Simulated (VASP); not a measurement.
Write the native input for VASP 6.6.1 that does the following.

```yaml
Task: relaxation of cell and atoms
Functional: PBE
Potentials_or_basis: VASP PAW PBE potentials, release 64 (Cs_sv)
Cutoff: 600 eV
k_mesh: 6 × 6 × 6
Occupations: fermi-dirac, width 0.08 eV
Spin: no spin polarisation
Dipole_correction: no
Further_INCAR_settings: ALGO = Normal; EDIFF = 1e-07; IBRION = 2; EDIFFG = -0.005; NSW = 60; ISIF = 3
```

The structure of Cs lies in POSCAR:

```
Cs
1.0
    0.0000000000      5.2618628195      5.2618628195
    5.2618628195      0.0000000000      5.2618628195
    5.2618628195      5.2618628195      0.0000000000
Cs
2
Direct
   -0.1250000000     -0.1250000000     -0.1250000000
    0.1250000000      0.1250000000      0.1250000000
```

This isn't the form of Cs at room conditions, which is bcc.

The input as run:

INCAR

```
PREC = Accurate ; ENCUT = 600
EDIFF = 1E-7 ; ISMEAR = -1
SIGMA = 0.08 ; LREAL = False
LASPH = True ; NELM = 80
ALGO = Normal ; ISIF = 3
LWAVE = False ; LCHARG = False
GGA = PE ; IBRION = 2
NSW = 60 ; EDIFFG = -0.005
```

KPOINTS

```
Automatic mesh
0
Gamma
  6 6 6
```

Potentials or basis: VASP PAW PBE potentials, release 64 (Cs_sv).

The run is started by

```bash
$ cat potpaw_PBE.64/Cs_sv/POTCAR > POTCAR
$ mpirun -np 1 vasp_std > vasp.out
```

It gave:

* Relaxed volume: 187.98 Å³/atom
* Relaxed cell: a = 8.101 Å, b = 8.101 Å, c = 8.101 Å, α = 60.00°, β = 60.00°, γ = 60.00°
* Space group after relaxing (to 0.1 Å): Fd-3m (No. 227)
* Energy gained by relaxing: 26.7 meV/atom
* Ionic steps: 5
* Pressure after relaxing: 0.0 GPa
* Band gap on the k mesh: zero (bands 9 and 10 overlap by 0.06 eV)

Caveat: the volume moved by over 15 % at a fixed basis, so the end points are rough; spin-orbit coupling is left out, which moves the levels of the heavy elements.

Run time: 3.5 min on 1 thread of Intel(R) Xeon(R) 6975P-C (Granite Rapids), with other jobs on the host, peak memory 0.53 GiB.
